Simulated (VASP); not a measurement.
# Fe (Fm-3m) in VASP: a series of runs, part 2 of 2

VASP 6.6.1. The steps go on from the part before.

### 4 Single point, PBE, collinear spin, ferromagnetic start

Contents of INCAR:

```
SYSTEM = Fe
  PREC = Accurate
  ENCUT = 600
  EDIFF = 1E-6
  ISMEAR = 0
  SIGMA = 0.1
  LREAL = .FALSE.
  LASPH = .TRUE.
  NELM = 200
  ALGO = Normal
  ISIF = 2
  LWAVE = .FALSE.
  LCHARG = .FALSE.
  ISPIN = 2
  MAGMOM = 4
  LORBIT = 11
  LMAXMIX = 4
  GGA = PE
  NBANDS = 14
  GGA_COMPAT = .FALSE.
```

Contents of KPOINTS:

```
regular mesh
0
G
  8 8 8
  0 0 0
```

Contents of POSCAR:

```
Fe
1.0
    0.0000000000      1.8344289553      1.8344289553
    1.8344289553      0.0000000000      1.8344289553
    1.8344289553      1.8344289553      0.0000000000
Fe
1
Direct
    0.0000000000      0.0000000000      0.0000000000
```

Potentials or basis: VASP PAW PBE potentials, release 64 (Fe).

Launch:

```sh
$ cat potpaw_PBE.64/Fe/POTCAR > POTCAR
$ mpirun -np 1 vasp_std > vasp.out
```

OUTCAR:

```text
SYSTEM = Fe
   PREC = Accurate
   ENCUT = 600
   EDIFF = 1E-6
   ISMEAR = 0
   LREAL = .FALSE.
   LASPH = .TRUE.
   NELM = 200
   ISIF = 2
   ISPIN = 2
   LORBIT = 11
   GGA = PE

 ion  position               nearest neighbor table
   1  0.000  0.000  0.000-

  LATTYP: Found a face centered cubic cell.
 ALAT       =     3.6688579106

  Lattice vectors:

 A1 = (   0.0000000000,   1.8344289553,   1.8344289553)
 A2 = (   1.8344289553,   0.0000000000,   1.8344289553)
 A3 = (   1.8344289553,   1.8344289553,   0.0000000000)

Analysis of symmetry for initial positions (statically):
=====================================================================
 Subroutine PRICEL returns:
 Original cell was already a primitive cell.

 Routine SETGRP: Setting up the symmetry group for a
 face centered cubic supercell.

 Subroutine GETGRP returns: Found 48 space group operations
 (whereof 48 operations were pure point group operations)
 out of a pool of 48 trial point group operations.

The static configuration has the point symmetry O_h .

Analysis of symmetry for dynamics (positions and initial velocities):
=====================================================================
[... 600 lines left out ...]
      7      26.4218      0.00000
      8      31.0642      0.00000
      9      31.0642      0.00000
     10      31.0642      0.00000
     11      34.0894      0.00000
     12      34.0894      0.00000
     13      34.0894      0.00000
     14      35.4230      0.00000
[... 379 lines left out ...]
      3       4.7504      1.00000
      4       6.0245      0.00000
      5       7.4207      0.00000
      6      10.0605      0.00000
      7      12.8027      0.00000
      8      20.8567      0.00000
      9      21.9681      0.00000
     10      29.3094      0.00000
     11      33.2887      0.00000
     12      39.5531      0.00000
     13      42.3553      0.00000
     14      43.3468      0.00000

 [... further k-points ...]
[... 5 lines left out ...]
  --------------------------------------------------------------------------------------
  -------------------------------------------------------------------------------------
  Total       -0.2025018     -0.2025018     -0.2025018      0.0000000      0.0000000     -0.0000000
  in kB      -26.2788805    -26.2788805    -26.2788805      0.0000000      0.0000000     -0.0000000
  external PRESSURE =     -26.2788805 kB  Pullay stress =       0.0000000 kB

 VOLUME and BASIS-vectors are now :
 -----------------------------------------------------------------------------
  energy-cutoff  :      600.00
  volume of cell :       12.35
      direct lattice vectors                 reciprocal lattice vectors
     0.000000000  1.834428955  1.834428955    -0.272564385  0.272564385  0.272564385
     1.834428955  0.000000000  1.834428955     0.272564385 -0.272564385  0.272564385
     1.834428955  1.834428955  0.000000000     0.272564385  0.272564385 -0.272564385

 POSITION                                       TOTAL-FORCE (eV/Angst)
 -----------------------------------------------------------------------------------
      0.00000      0.00000      0.00000        -0.000000     -0.000000      0.000000
 -----------------------------------------------------------------------------------
    total drift:                                0.000000      0.000000     -0.000000

  FREE ENERGIE OF THE ION-ELECTRON SYSTEM (eV)
  ---------------------------------------------------
  free  energy   TOTEN  =        -8.0922030599 eV

  energy  without entropy=       -8.0859411382  energy(sigma->0) =       -8.08907210

 total charge

# of ion       s       p       d       tot
------------------------------------------
    1        0.466   0.485   6.156   7.106

 magnetization (x)

# of ion       s       p       d       tot
------------------------------------------
    1       -0.014  -0.044   2.753   2.695
```

OSZICAR:

```text
N       E                     dE             d eps       ncg     rms          rms(c)
DAV:   1     0.257770546669E+02    0.25777E+02   -0.43316E+03  1758   0.832E+02
DAV:   2    -0.749374938507E+01   -0.33271E+02   -0.30689E+02  1744   0.138E+02
DAV:   3    -0.865153489889E+01   -0.11578E+01   -0.11192E+01  1978   0.256E+01
DAV:   4    -0.865568441703E+01   -0.41495E-02   -0.41482E-02  1882   0.141E+00
DAV:   5    -0.865570729110E+01   -0.22874E-04   -0.22874E-04  1972   0.106E-01    0.111E+01
DAV:   6    -0.815951111555E+01    0.49620E+00   -0.10245E+01  1984   0.355E+01    0.674E+00
DAV:   7    -0.810564044378E+01    0.53871E-01   -0.73134E-01  1954   0.900E+00    0.367E+00
DAV:   8    -0.809979920790E+01    0.58412E-02   -0.85526E-03  1950   0.534E-01    0.161E+00
DAV:   9    -0.809201733964E+01    0.77819E-02   -0.10592E-02  2034   0.684E-01    0.305E-01
DAV:  10    -0.809204866235E+01   -0.31323E-04   -0.22138E-03  1828   0.345E-01    0.116E-01
DAV:  11    -0.809219787766E+01   -0.14922E-03   -0.84176E-05  1834   0.587E-02    0.412E-02
DAV:  12    -0.809220155471E+01   -0.36770E-05   -0.10734E-05  1942   0.221E-02    0.136E-02
DAV:  13    -0.809220294929E+01   -0.13946E-05   -0.20693E-06  1842   0.150E-02    0.313E-03
DAV:  14    -0.809220305988E+01   -0.11060E-06   -0.82133E-08   956   0.270E-03
   1 F= -.80922031E+01 E0= -.80890721E+01  d E =-.626192E-02  mag=     2.6989
```

Run time: 10 s. Hardware: 1 thread of Intel Xeon Platinum 8375C at 2.90GHz (Ice Lake), shared host; peak memory 0.15 GiB.

Results:

- Free energy: -8.0922 eV
- Pressure: -2.6 GPa
- Net moment: 2.70 μB per cell
- Site moments: Fe +2.69 μB
- Valence electrons inside the program's atomic spheres: Fe 7.11

Caveat: the k points lie up to 0.37 Å⁻¹ apart.

### 5 The runs side by side

```csv
task,cell,k mesh,cutoff (eV),gap on the mesh (eV),pressure (GPa),moment (μB)
relaxation of cell and atoms,"relaxed from a = 2.594 Å, angles 60.0°, 1 atom",20 × 20 × 20,600,none,0.0,2.60
single point,"a = 2.574 Å, angles 60.0°, 1 atom",20 × 20 × 20,520,none,-0.2,2.60
single point,"a = 2.594 Å, angles 60.0°, 1 atom",8 × 8 × 8,600,none,-2.6,2.70
```

Alike in all rows: level PBE; potentials or basis VASP PAW PBE potentials, release 64 (Fe); spin collinear, ferromagnetic start; smearing gaussian 0.1 eV.

Caveats: some runs use coarse meshes.

Absolute energies hang on the potentials; compare differences alone.
